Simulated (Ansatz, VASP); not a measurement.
## Two plane-wave programs on Si2Mo

```
Mo Si
1.0
     4.30879    0.00000    0.00000
    -2.15440    3.73153    0.00000
     0.00000    0.00000    2.60920
Mo Si
1 2
Cartesian
  0.0000 0.0000 0.0000
  0.0000 2.4877 1.3046
  2.1544 1.2438 1.3046
```

Alike in both runs: functional PBE; k mesh 9 × 9 × 7; occupations fermi-dirac, width 0.08 eV; no spin polarisation.

Ansatz relaxed the structure, and its values are those at the end. VASP's run is a single point on that final structure, the one shown.

```csv
,VASP,Ansatz
version,VASP 6.6.1,Ansatz 0.2.0
potentials or method,"VASP PAW PBE potentials, release 64 (Mo_sv, Si)","PAW with Ansatz's default frozen-core files, scalar-relativistic"
plane-wave cutoff (eV),520,420
valence electrons in the cell,22,22
```

|  | VASP | Ansatz | Ansatz less VASP |
| --- | --- | --- | --- |
| pressure (GPa) | 0.1 | 0.0 | -0.08 |
